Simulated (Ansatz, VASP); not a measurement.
# YAl5N6 in VASP and in Ansatz

The input INCAR:

```
ALGO = Normal
EDIFF = 1E-6
ENCUT = 520
GGA = PS
ISIF = 2
ISMEAR = 0
LASPH = True
LCHARG = False
LREAL = False
LWAVE = False
NBANDS = 40
NELM = 60
PREC = Accurate
SIGMA = 0.02
```

KPOINTS

```
k-points
0
Gamma
  6 6 6
```

The input POSCAR:

```
YAl5N6
1.0
    5.6351682986      0.0000000289      0.0000000000
   -2.8175841743      4.8801988868      0.0000000000
    0.0000000000      0.0000000000      5.0988761000
Y Al N
1 5 6
Direct
    0.0000000000      0.0000000000      0.9751440000
    0.6666666667      0.3333333333      0.9965620000
    0.3333333333      0.6666666667      0.9965620000
    0.0000000000      0.3496660000      0.5019760000
    0.6503340000      0.6503340000      0.5019760000
    0.3496660000      0.0000000000      0.5019760000
    0.6666666667      0.3333333333      0.3737920000
    0.3333333333      0.6666666667      0.3737920000
    0.0000000000      0.0000000000      0.4424600000
    0.0000000000      0.3852310000      0.8719200000
    0.6147690000      0.6147690000      0.8719200000
    0.3852310000      0.0000000000      0.8719200000
```

Input for Ansatz:

```yaml
crystal:
  lattice:
    - [5.6351682986, 2.89e-08, 0.0]
    - [-2.8175841743, 4.8801988868, 0.0]
    - [0.0, 0.0, 5.0988761]
  atoms:
    - { symbol: "Y", position: [0.0, 0.0, 0.975144] }
    - { symbol: Al, position: [0.6666666667, 0.3333333333, 0.996562] }
    - { symbol: Al, position: [0.3333333333, 0.6666666667, 0.996562] }
    - { symbol: Al, position: [0.0, 0.349666, 0.501976] }
    - { symbol: Al, position: [0.650334, 0.650334, 0.501976] }
    - { symbol: Al, position: [0.349666, 0.0, 0.501976] }
    - { symbol: "N", position: [0.6666666667, 0.3333333333, 0.373792] }
    - { symbol: "N", position: [0.3333333333, 0.6666666667, 0.373792] }
    - { symbol: "N", position: [0.0, 0.0, 0.44246] }
    - { symbol: "N", position: [0.0, 0.385231, 0.87192] }
    - { symbol: "N", position: [0.614769, 0.614769, 0.87192] }
    - { symbol: "N", position: [0.385231, 0.0, 0.87192] }
basis:
  ecutwfc: 420
kpoints:
  mp_grid: { grid: [6, 6, 6] }
  band_path:
    path:
      - [[0.0, 0.0, 0.0], [0.5, 0.0, 0.0], [0.33333333, 0.33333333, 0.0], [0.0, 0.0, 0.0], [0.0, 0.0, 0.5], [0.5, 0.0, 0.5], [0.33333333, 0.33333333, 0.5], [0.0, 0.0, 0.5]]
      - [[0.5, 0.0, 0.5], [0.5, 0.0, 0.0]]
      - [[0.33333333, 0.33333333, 0.5], [0.33333333, 0.33333333, 0.0], [0.33333333, 0.33333333, -0.5]]
    npoints: 10
hamiltonian:
  xc: pbesol
scf:
  occupations: { method: gaussian, width: 0.02 }
  n_extra_bands: 30
output:
  forces: true
  stress: true
  eigenvalues: true
  populations: true
  dos: { projected: true, de: 0.02, nscf_kmesh: { grid: [9, 9, 9] } }
  bader: false
  write_density: true
  write_potential: true
  elf: true
  volumetric_format: npy
```

Alike in both runs: task single point; functional PBEsol; k mesh 6 × 6 × 6; occupations gaussian, width 0.02 eV; no spin polarisation.

```csv
,VASP,Ansatz
version,VASP 6.6.1,Ansatz 0.2.0
potentials or method,"VASP PAW PBE potentials, release 64 (Y_sv, Al, N), cutoff 520 eV","scalar-relativistic, plane waves, PAW"
valence electrons in the cell,56,56
```

|  | VASP | Ansatz | Ansatz less VASP |
| --- | --- | --- | --- |
| gap on the k mesh at the Fermi level (eV) | 3.24 | 3.23 | -0.005 |
| least direct gap on the mesh (eV) | 3.40 | 3.39 | -0.007 |
| pressure (GPa) | -3.6 | -3.5 | +0.07 |
| traceless stress, the component that is largest in VASP (GPa) | -0.09 | -0.11 | -0.024 |
| rms of the force components (eV/Å) | 0.023 | 0.021 | -0.0018 |

VASP's potentials were made for PBE, not for PBEsol. Atom by atom the forces differ by 0.004 eV/Å (rms over components).
